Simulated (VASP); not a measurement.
# Sn (P6_3/mmc) in VASP: a series of runs

Runs on Sn. Level: r2SCAN. Tasks: single point.

Everything below comes from runs of VASP 6.6.1. Logs are shortened: lines on timing, memory, paths and dates and some standing lists are left out, and cuts for length are marked.

### 1 The cell of the first run

It takes space group P6_3/mmc (No. 194, hexagonal). The conventional cell has a = 3.357 Å, b = 3.357 Å, c = 11.121 Å, α = 90.00°, β = 90.00°, γ = 120.00°. Sn (site symmetry -3m) has 12 Sn at 3.36 to 3.39 Å within 4.4 Å. Sn (site symmetry -6m2) has 12 Sn at 3.36 to 3.39 Å within 4.4 Å.

### 2 Single point, r2SCAN

Input file POSCAR:

```
Sn
1.0
    3.3572847466      0.0000000000      0.0000000000
   -1.6786423733      2.9074938783      0.0000000000
    0.0000000000      0.0000000000     11.1206692354
Sn
4
Direct
    1.0000000000      1.0000000000      1.0000000000
    1.0000000000      1.0000000000      0.5000000000
    0.3333333333      0.6666666667      0.2500000000
    0.6666666667      0.3333333333      0.7500000000
```

Input file INCAR.step1:

```
SYSTEM = Sn
PREC = Accurate
ENCUT = 520
ISMEAR = -1
SIGMA = 0.1
LREAL = .False.
LASPH = .True.
NELM = 100
NBANDS = 36
GGA = PE
ALGO = Normal
EDIFF = 1E-4
LWAVE = .True.
LCHARG = .False.
```

Input file INCAR.step2:

```
SYSTEM = Sn
PREC = Accurate
ENCUT = 520
EDIFF = 1E-7
ISMEAR = -1
SIGMA = 0.1
LREAL = .False.
LASPH = .True.
NELM = 100
ALGO = Normal
ISIF = 2
LWAVE = .False.
LCHARG = .False.
METAGGA = R2SCAN
LMIXTAU = .True.
NBANDS = 36
ISTART = 1
```

Input file KPOINTS:

```
Automatic mesh
0
Gamma
  11 11 3
  0 0 0
```

Potentials or basis: VASP PAW PBE potentials, release 64 (Sn_d).

Command:

```bash
$ cat potpaw_PBE.64/Sn_d/POTCAR > POTCAR
$ cp INCAR.step1 INCAR
$ mpirun -np 1 vasp_std > vasp.out
$ cp INCAR.step2 INCAR
$ mpirun -np 1 vasp_std > vasp.out
```

OUTCAR:

```text
SYSTEM = Sn
   PREC = Accurate
   ENCUT = 520
   EDIFF = 1E-7
   ISMEAR = -1
   LREAL = .False.
   LASPH = .True.
   NELM = 100
   ISIF = 2
   METAGGA = R2SCAN
   ISTART = 1

 ion  position               nearest neighbor table
   1  0.000  0.000  0.000-   3 3.39   4 3.39   4 3.39   3 3.39   4 3.39   3 3.39
   2  0.000  0.000  0.500-   3 3.39   4 3.39   4 3.39   3 3.39   4 3.39   3 3.39
   3  0.333  0.667  0.250-   1 3.39   2 3.39   1 3.39   2 3.39   1 3.39   2 3.39
   4  0.667  0.333  0.750-   1 3.39   2 3.39   1 3.39   2 3.39   1 3.39   2 3.39

  LATTYP: Found a hexagonal cell.
 ALAT       =     3.3572847466
 C/A-ratio  =     3.3123997739

  Lattice vectors:

 A1 = (   3.3572847466,   0.0000000000,   0.0000000000)
 A2 = (  -1.6786423733,   2.9074938783,   0.0000000000)
 A3 = (   0.0000000000,   0.0000000000,  11.1206692354)

Analysis of symmetry for initial positions (statically):
=====================================================================
 Subroutine PRICEL returns:
 Original cell was already a primitive cell.

 Routine SETGRP: Setting up the symmetry group for a
 hexagonal supercell.

 Subroutine GETGRP returns: Found 24 space group operations
 (whereof 12 operations were pure point group operations)
 out of a pool of 24 trial point group operations.

The static configuration has the point symmetry D_3d.
 The point group associated with its full space group is D_6h.

Analysis of symmetry for dynamics (positions and initial velocities):
=====================================================================
 Subroutine PRICEL returns:
 Original cell was already a primitive cell.

 Routine SETGRP: Setting up the symmetry group for a
 hexagonal supercell.

 Subroutine GETGRP returns: Found 24 space group operations
 (whereof 12 operations were pure point group operations)
 out of a pool of 24 trial point group operations.

The dynamic configuration has the point symmetry D_3d.
 The point group associated with its full space group is D_6h.

 Subroutine INISYM returns: Found 24 space group operations
 (whereof 12 operations are pure point group operations),
 and found     1 'primitive' translations

----------------------------------------------------------------------------------------

                                     Primitive cell

  volume of cell :     108.5520

  direct lattice vectors                    reciprocal lattice vectors
     3.357284747  0.000000000  0.000000000     0.297859751  0.171969408  0.000000000
    -1.678642373  2.907493878  0.000000000     0.000000000  0.343938815  0.000000000
     0.000000000  0.000000000 11.120669235     0.000000000  0.000000000  0.089922646

  length of vectors
     3.357284747  3.357284747 11.120669235     0.343938815  0.343938815  0.089922646

  position of ions in fractional coordinates (direct lattice)
     0.000000000  0.000000000  0.000000000
     0.000000000  0.000000000  0.500000000
     0.333333333  0.666666667  0.250000000
     0.666666667  0.333333333  0.750000000

  ion indices of the primitive-cell ions
   primitive index   ion index
                 1           1
                 2           2
                 3           3
                 4           4

----------------------------------------------------------------------------------------

 KPOINTS: Automatic mesh

Automatic generation of k-mesh.
 Grid dimensions read from file:
 generate k-points for:   11   11    3

 Generating k-lattice:

  Cartesian coordinates                     Fractional coordinates (reciprocal lattice)
     0.027078159  0.015633583  0.000000000     0.090909091  0.000000000  0.000000000
     0.000000000  0.031267165  0.000000000     0.000000000  0.090909091  0.000000000
     0.000000000  0.000000000  0.029974215     0.000000000  0.000000000  0.333333333

  Length of vectors
     0.031267165  0.031267165  0.029974215

  Shift w.r.t. Gamma in fractional coordinates (k-lattice)
     0.000000000  0.000000000  0.000000000

 Subroutine IBZKPT returns following result:
 ===========================================

 Found     32 irreducible k-points:

 Following reciprocal coordinates:
            Coordinates               Weight
  0.000000  0.000000  0.000000      1.000000
  0.090909  0.000000  0.000000      6.000000
  0.181818  0.000000  0.000000      6.000000
  0.272727  0.000000  0.000000      6.000000
  0.363636  0.000000  0.000000      6.000000
  0.454545  0.000000  0.000000      6.000000
[... 16 lines left out ...]
  0.090909  0.090909  0.333333     12.000000
  0.181818  0.090909  0.333333     24.000000
 [... further k-points ...]
   k-points           NKPTS =     32   k-points in BZ     NKDIM =     32   number of bands    NBANDS=     36
   number of dos      NEDOS =    301   number of ions     NIONS =      4
   total plane-waves  NPLWV =  65856
   dimension x,y,z NGX =    28 NGY =   28 NGZ =   84
   dimension x,y,z NGXF=    56 NGYF=   56 NGZF=  168
   ions per type =               4
   NGX,Y,Z   is equivalent  to a cutoff of  13.87, 13.87, 12.56 a.u.
   NGXF,Y,Z  is equivalent  to a cutoff of  27.73, 27.73, 25.11 a.u.
 SYSTEM =  Sn
   PREC   = accura    normal or accurate (medium, high low for compatibility)
   ISTART =      1    job   : 0-new  1-cont  2-samecut
   ICHARG =      0    charge: 1-file 2-atom 10-const
   ISPIN  =      1    spin polarized calculation?
   LNONCOLLINEAR =      F non collinear calculations
   LSORBIT =      F    spin-orbit coupling
   LASPH  =      T    aspherical Exc in radial PAW
   ENCUT  =  520.0 eV  38.22 Ry    6.18 a.u.   6.24  6.24 20.68*2*pi/ulx,y,z
   NELM   =    100;   NELMIN=  2; NELMDL=  0     # of ELM steps
   EDIFF  = 0.1E-06   stopping-criterion for ELM
   LREAL  =      F    real-space projection
   EDIFFG = 0.1E-05   stopping-criterion for IOM
   NSW    =      0    number of steps for IOM
   IBRION =     -1    ionic relax: 0-MD 1-quasi-New 2-CG
   NFREE  =      0    steps in history (QN), initial steepest desc. (CG)
   ISIF   =      2    stress and relaxation
   ISYM   =      2    0-nonsym 1-usesym 2-fastsym
   POTIM  = 0.5000    time-step for ionic-motion
   TEBEG  =    0.0;   TEEND  =   0.0 temperature during run
   PSTRESS=    0.0 pullay stress
   NELECT =      56.0000    total number of electrons
   NUPDOWN=      -1.0000    fix difference up-down
   EMIN   =  10.00;   EMAX   =-10.00  energy-range for DOS
   EFERMI =   0.00;   METHOD = LEGACY
   ISMEAR =    -1;   SIGMA  =   0.10  broadening in eV -4-tet -1-fermi 0-gaus
   EFERMI_NEDOS =   21; number of points for ismear=-14 and -15
   IALGO  =     38    algorithm
   IMIX   =      4    mixing-type and parameters
     AMIX     =   0.40;   BMIX     =  1.00
     AMIX_MAG =   1.60;   BMIX_MAG =  1.00
  volume/ion in A,a.u.               =      27.14       183.14
  Fermi-wavevector in a.u.,A,eV,Ry     =   1.312980  2.481173 23.455318  1.723917
  Thomas-Fermi vector in A             =   2.443335
   LORBIT       =      0    0 simple, 1 ext, 2 COOP (PROOUT), +10 PAW based schemes
   METAGGA = R2SCAN    functional components
   LHFCALC =     F    Hartree Fock is set to
   AEXX    =    0.0000 exact exchange contribution
   IVDW    =     0    specifies the selected vdW correction
   LEPSILON=     F    determine dielectric tensor
   LRPA    =     F    only Hartree local field effects (RPA)
 non-spin polarized calculation
  energy-cutoff  :      520.00
  volume of cell :      108.55
 maximum number of plane-waves:      2946
 NGX is ok and might be reduce to    28
   NGX = 13   NGY = 13   NGZ = 41

 number of electron      56.0000004 magnetization

 Free energy of the ion-electron system (eV)
  ---------------------------------------------------
  ext. energy  EPLUGINS =         0.00000000
  ---------------------------------------------------
  free energy    TOTEN  =       -98.07083608 eV

  energy without entropy =      -98.01436569  energy(sigma->0) =      -98.04260088

 E-fermi :   8.1237     XC(G=0): -11.2900

 val. band max:        8.0214016741   @ k =   0.3636   0.0000   0.3333
 cond. band min:       8.1781131017   @ k =   0.1818   0.1818   0.3333
 fundamental gap:      0.1567114276
 Fermi energy:         8.1237484197

 k-point     1 :       0.0000    0.0000    0.0000
  band No.  band energies     occupation
      1     -14.1979      2.00000
      2     -14.1961      2.00000
      3     -14.1800      2.00000
      4     -14.1799      2.00000
      5     -14.1695      2.00000
      6     -14.1695      2.00000
[... 28 lines left out ...]
     35      16.3065      0.00000
     36      16.3066      0.00000

 k-point     2 :       0.0909    0.0000    0.0000
  band No.  band energies     occupation
      1     -14.1970      2.00000
      2     -14.1923      2.00000
      3     -14.1806      2.00000
      4     -14.1749      2.00000
      5     -14.1679      2.00000
      6     -14.1678      2.00000
[... 28 lines left out ...]
     35      15.9443      0.00000
     36      16.4734      0.00000

 k-point     3 :       0.1818    0.0000    0.0000
  band No.  band energies     occupation
      1     -14.2108      2.00000
      2     -14.1990      2.00000
      3     -14.1809      2.00000
      4     -14.1734      2.00000
      5     -14.1574      2.00000
      6     -14.1551      2.00000
[... 28 lines left out ...]
     35      15.1439      0.00000
     36      16.0972      0.00000

 k-point     4 :       0.2727    0.0000    0.0000
  band No.  band energies     occupation
      1     -14.2330      2.00000
      2     -14.2124      2.00000
      3     -14.1989      2.00000
      4     -14.1700      2.00000
      5     -14.1676      2.00000
      6     -14.1560      2.00000
[... 28 lines left out ...]
     35      13.5915      0.00000
     36      15.1573      0.00000

 k-point     5 :       0.3636    0.0000    0.0000
  band No.  band energies     occupation
      1     -14.2531      2.00000
      2     -14.2238      2.00000
      3     -14.2174      2.00000
      4     -14.1837      2.00000
      5     -14.1769      2.00000
      6     -14.1647      2.00000
[... 655 lines left out ...]
 k-point    22 :       0.4545    0.0000    0.3333
  band No.  band energies     occupation
      1     -14.2597      2.00000
      2     -14.2465      2.00000
      3     -14.2103      2.00000
      4     -14.1890      2.00000
      5     -14.1858      2.00000
      6     -14.1768      2.00000
[... 28 lines left out ...]
     35      12.8054      0.00000
     36      13.7886      0.00000

 k-point    23 :       0.0909    0.0909    0.3333
  band No.  band energies     occupation
      1     -14.1959      2.00000
      2     -14.1887      2.00000
      3     -14.1849      2.00000
      4     -14.1840      2.00000
      5     -14.1607      2.00000
      6     -14.1598      2.00000
[... 28 lines left out ...]
     35      15.0224      0.00000
     36      15.0739      0.00000

 k-point    24 :       0.1818    0.0909    0.3333
  band No.  band energies     occupation
      1     -14.2093      2.00000
      2     -14.2023      2.00000
      3     -14.1819      2.00000
      4     -14.1734      2.00000
      5     -14.1662      2.00000
      6     -14.1528      2.00000
[... 28 lines left out ...]
     35      13.9386      0.00000
     36      14.7620      0.00000

 [... further k-points ...]
[... 5 lines left out ...]
  --------------------------------------------------------------------------------------
  -------------------------------------------------------------------------------------
  Total       -0.0263015     -0.0263015      0.0125226      0.0000000      0.0000000      0.0000000
  in kB       -0.3881976     -0.3881976      0.1848272      0.0000000      0.0000000      0.0000000
  external PRESSURE =      -0.1971893 kB  Pullay stress =       0.0000000 kB

 VOLUME and BASIS-vectors are now :
 -----------------------------------------------------------------------------
  energy-cutoff  :      520.00
  volume of cell :      108.55
      direct lattice vectors                 reciprocal lattice vectors
     3.357284747  0.000000000  0.000000000     0.297859751  0.171969408  0.000000000
    -1.678642373  2.907493878  0.000000000     0.000000000  0.343938815  0.000000000
     0.000000000  0.000000000 11.120669235     0.000000000  0.000000000  0.089922646

 POSITION                                       TOTAL-FORCE (eV/Angst)
 -----------------------------------------------------------------------------------
      0.00000      0.00000      0.00000        -0.000000      0.000000      0.000000
      0.00000      0.00000      5.56033        -0.000000      0.000000      0.000000
     -0.00000      1.93833      2.78017         0.000000      0.000000     -0.000000
      1.67864      0.96916      8.34050        -0.000000      0.000000      0.000000
 -----------------------------------------------------------------------------------
    total drift:                                0.000000     -0.000000      0.000000

  FREE ENERGIE OF THE ION-ELECTRON SYSTEM (eV)
  ---------------------------------------------------
  free  energy   TOTEN  =       -98.0708360783 eV

  energy  without entropy=      -98.0143656852  energy(sigma->0) =      -98.04260088
```

Wall time 4.1 min (1 thread of Intel Xeon 6975P-C (Granite Rapids), shared host); peak memory 0.31 GiB.

What came out:

```yaml
Free_energy: -98.0708 eV
Pressure: 0.0 GPa
Band_gap_on_the_k_mesh: zero (band 28 reaches 14.45 eV, above the bottom of band 29 at 6.24 eV)
```

Caveat: the PAW data sets were made with another functional, which shifts forces and pressure a little; spin-orbit coupling is left out, which moves the levels of the heavy elements.

### 3 Single point, r2SCAN (volume scaled by 0.88)

Input file POSCAR:

```
Sn
1.0
    3.2172321602      0.0000000000      0.0000000000
   -1.6086160801      2.7862047806      0.0000000000
    0.0000000000      0.0000000000     10.6567590796
Sn
4
Direct
    1.0000000000      1.0000000000      1.0000000000
    1.0000000000      1.0000000000      0.5000000000
    0.3333333333      0.6666666667      0.2500000000
    0.6666666667      0.3333333333      0.7500000000
```

Input file INCAR.step1:

```
PREC     = Accurate       # precision mode
ENCUT    = 520            # plane-wave cutoff, eV
ISMEAR   = -1             # smearing method
SIGMA    = 0.1            # smearing width, eV
LREAL    = False          # projectors in reciprocal space
LASPH    = True           # aspherical terms in the spheres
NELM     = 80             # most SCF steps
NBANDS   = 36             # bands
GGA      = PE             # functional
ALGO     = Normal         # electronic algorithm
EDIFF    = 1E-4           # SCF threshold, eV
LWAVE    = True           # write WAVECAR
LCHARG   = False          # write CHGCAR
```

Input file INCAR.step2:

```
PREC     = Accurate       # precision mode
ENCUT    = 520            # plane-wave cutoff, eV
EDIFF    = 1E-7           # SCF threshold, eV
ISMEAR   = -1             # smearing method
SIGMA    = 0.1            # smearing width, eV
LREAL    = False          # projectors in reciprocal space
LASPH    = True           # aspherical terms in the spheres
NELM     = 80             # most SCF steps
ALGO     = Normal         # electronic algorithm
ISIF     = 2              # what is computed and relaxed
LWAVE    = False          # write WAVECAR
LCHARG   = False          # write CHGCAR
METAGGA  = R2SCAN         # meta-GGA
LMIXTAU  = True         
NBANDS   = 36             # bands
ISTART   = 1
```

Input file KPOINTS:

```
Automatic mesh
0
Gamma
  12 12 4
```

Potentials or basis: VASP PAW PBE potentials, release 64 (Sn_d).

Command:

```bash
$ cat potpaw_PBE.64/Sn_d/POTCAR > POTCAR
$ cp INCAR.step1 INCAR
$ mpirun -np 1 vasp_std > vasp.out
$ cp INCAR.step2 INCAR
$ mpirun -np 1 vasp_std > vasp.out
```

It took 4 min on 1 thread of Intel Xeon 6975P-C (Granite Rapids), shared host; peak memory 0.3 GiB.

Results (log left out):

```yaml
Free_energy: -97.6825 eV
Pressure: 9.0 GPa
Band_gap_on_the_k_mesh: zero (band 28 reaches 16.96 eV, above the bottom of band 29 at 6.63 eV)
```

Stress tensor (GPa, compression positive):
```
9.17 0.00 0.00
0.00 9.17 0.00
0.00 0.00 8.73
```

Levels at points of the mesh, in eV from the Fermi level:
```
           k point  band 24  band 25  band 26  band 27  band 28  band 29  band 30  band 31  band 32  band 33
(0.00, 0.00, 0.00)    -7.47    -5.73     1.02     1.02     7.13     7.13     8.03     8.03     8.20     8.20
(0.50, 0.00, 0.00)    -5.66    -5.40    -5.10    -2.15    -1.96    -0.60     0.47     2.47     4.07     4.09
(0.00, 0.00, 0.50)    -9.42    -3.03    -3.03     5.61     5.61     7.40     7.40     7.40     7.40     8.93
(0.50, 0.00, 0.50)    -6.47    -4.01    -4.01    -3.56    -3.56     1.53     1.53     2.89     2.89     3.20
```

Caveat: the PAW data sets were made with another functional, which shifts forces and pressure a little; spin-orbit coupling is left out, which moves the levels of the heavy elements.

### 4 Single point, r2SCAN (volume scaled by 0.92)

Input file POSCAR:

```
Sn
1.0
    3.2652576310      0.0000000000      0.0000000000
   -1.6326288155      2.8277960584      0.0000000000
    0.0000000000      0.0000000000     10.8158386384
Sn
4
Direct
    1.0000000000      1.0000000000      1.0000000000
    1.0000000000      1.0000000000      0.5000000000
    0.3333333333      0.6666666667      0.2500000000
    0.6666666667      0.3333333333      0.7500000000
```

Input file INCAR.step1:

```
  PREC = Accurate
  ENCUT = 520
  ISMEAR = -1
  SIGMA = 0.1
  LREAL = F
  LASPH = T
  NELM = 60
  NBANDS = 36
  GGA = PE
  ALGO = Normal
  EDIFF = 1E-4
  LWAVE = T
  LCHARG = F
```

Input file INCAR.step2:

```
  PREC = Accurate
  ENCUT = 520
  EDIFF = 1E-6
  ISMEAR = -1
  SIGMA = 0.1
  LREAL = F
  LASPH = T
  NELM = 60
  ALGO = Normal
  ISIF = 2
  LWAVE = F
  LCHARG = F
  METAGGA = R2SCAN
  LMIXTAU = T
  NBANDS = 36
  ISTART = 1
```

Input file KPOINTS:

```
regular mesh
0
Gamma
  12 12 4
```

Command:

```bash
$ cat potpaw_PBE.64/Sn_d/POTCAR > POTCAR
$ cp INCAR.step1 INCAR
$ mpirun -np 1 vasp_std > vasp.out
$ cp INCAR.step2 INCAR
$ mpirun -np 1 vasp_std > vasp.out
```

Run time: 2.9 min. Hardware: 1 thread of Intel Xeon 6975P-C (Granite Rapids), shared host; peak memory 0.3 GiB.

Results (log left out):

```
Free energy            : -97.8782 eV
Pressure               : 5.4 GPa
Band gap on the k mesh : zero (band 28 reaches 16.05 eV, above the bottom of band 29 at 6.17 eV)
```

Stress tensor (GPa, compression positive):
```
5.48 0.00 0.00
0.00 5.48 0.00
0.00 0.00 5.17
```

Levels at points of the mesh, in eV from the Fermi level:
```csv
k point,band 26,band 27,band 28,band 29,band 30,band 31
"(0.00, 0.00, 0.00)",0.98,0.98,6.84,6.84,7.69,7.69
"(0.50, 0.00, 0.00)",-4.84,-2.17,-1.93,-0.52,0.50,2.42
"(0.00, 0.00, 0.50)",-2.92,5.40,5.40,7.09,7.09,7.09
"(0.50, 0.00, 0.50)",-3.89,-3.44,-3.44,1.48,1.48,2.82
```

Caveat: the PAW data sets were made with another functional, which shifts forces and pressure a little; spin-orbit coupling is left out, which moves the levels of the heavy elements.

### 5 The runs side by side

```csv
cell,k mesh,gap on the mesh (eV),pressure (GPa)
"a = 3.357, b = 3.357, c = 11.121 Å, angles 90.0, 90.0, 120.0°, 4 atoms",11 × 11 × 3,none,0.0
"a = 3.217, b = 3.217, c = 10.657 Å, angles 90.0, 90.0, 120.0°, 4 atoms",12 × 12 × 4,none,9.0
"a = 3.265, b = 3.265, c = 10.816 Å, angles 90.0, 90.0, 120.0°, 4 atoms",12 × 12 × 4,none,5.4
```

Alike in all rows: task single point; level r2SCAN; potentials or basis VASP PAW PBE potentials, release 64 (Sn_d); no spin polarisation; cutoff (eV) 520; smearing fermi-dirac 0.1 eV.

Caveats: the PAW data sets were made with another functional, which shifts forces and pressure a little; spin-orbit coupling is left out, which moves the levels of the heavy elements.

Total energies depend on the potentials used, so only differences within one code and one set of settings carry meaning.
